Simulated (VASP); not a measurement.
# PrAgC: relaxation of cell and atoms with PBE

The system is PrAgC.

```
CELL_PARAMETERS angstrom
4.16667 0.00000 0.00000
-2.08333 3.60844 0.00000
0.00000 0.00000 4.68440
ATOMIC_POSITIONS crystal
Pr 0.66667 0.33333 0.00000
Ag 0.00000 0.00000 0.50000
C 0.33333 0.66667 0.50000
```

The cell was generated, and may not be a known phase.

```
Program                : VASP 6.6.1
Task                   : relaxation of cell and atoms
Functional             : PBE
Potentials or basis    : VASP PAW PBE potentials, release 64 (Pr_3, Ag, C), 4f in core
Cutoff                 : 600 eV
k mesh                 : 6 × 6 × 4
Occupations            : gaussian, width 0.1 eV
Spin                   : no spin polarisation
Dipole correction      : no
Further INCAR settings : ALGO = Normal; EDIFF = 1e-07; IBRION = 2; EDIFFG = -0.04; NSW = 90; ISIF = 3
```

```
Relaxed volume                        : 18.18 Å³/atom
Relaxed cell                          : a = 3.985 Å, b = 3.985 Å, c = 3.964 Å, α = 90.00°, β = 90.00°, γ = 120.00°
Space group after relaxing (to 0.1 Å) : P-6m2 (No. 187)
Energy gained by relaxing             : 323.9 meV/atom
Ionic steps                           : 6
Pressure after relaxing               : 0.1 GPa
Band gap on the k mesh                : zero (bands 13 and 14 overlap by 1.32 eV)
```

Stress tensor (GPa, compression positive):
```
 0.24  0.00  0.00
 0.00  0.24  0.00
 0.00  0.00 -0.08
```

The path:
```csv
step,energy change (eV),largest force (eV/Å),pressure (GPa),volume (Å³)
1,0.0000,0.0000,-13.97,70.43
2,-0.8103,0.0000,8.34,51.53
3,-0.8842,0.0000,0.64,54.90
4,-0.9423,0.0000,0.33,54.76
5,-0.9669,0.0000,0.12,54.39
6,-0.9718,0.0000,0.13,54.53
```

Final structure:
```cif
data_structure
_symmetry_space_group_name_H-M 'P 1'
_symmetry_Int_Tables_number 1
_cell_length_a 3.9855
_cell_length_b 3.9855
_cell_length_c 3.9638
_cell_angle_alpha 90.000
_cell_angle_beta 90.000
_cell_angle_gamma 120.000
_cell_volume 54.53
loop_
_atom_site_label
_atom_site_type_symbol
_atom_site_fract_x
_atom_site_fract_y
_atom_site_fract_z
_atom_site_occupancy
Pr1 Pr 0.66667 0.33333 0.00000 1
Ag1 Ag 0.00000 0.00000 0.50000 1
C1 C 0.33333 0.66667 0.50000 1
```

Levels at points of the mesh, in eV from the Fermi level:
```tsv
k point	band 9	band 10	band 11	band 12	band 13	band 14	band 15	band 16	band 17
(0.00, 0.00, 0.00)	-5.21	-5.21	-0.24	-0.22	-0.22	0.29	0.86	3.84	3.84
(0.50, 0.00, 0.00)	-5.19	-5.10	-3.95	-0.68	-0.61	0.43	3.59	3.85	4.11
(0.00, 0.00, 0.50)	-5.34	-4.65	-3.72	1.27	1.27	2.35	2.43	2.43	2.69
(0.50, 0.00, 0.50)	-5.11	-4.39	-3.31	-2.06	-1.52	0.23	3.15	4.82	5.01
```

It took 72 s on 1 thread of Intel(R) Xeon(R) 6975P-C (Granite Rapids), with other jobs on the host, peak memory 0.24 GiB.

Caveat: the volume moved by over 15 % at a fixed basis, so the end points are rough; spin-orbit coupling is left out, which moves the levels of the heavy elements; the 4f electrons are frozen in the core, so they carry no moment and show no levels. Spin polarisation is off, so any magnetic state and its effect on volume and gap are missing.
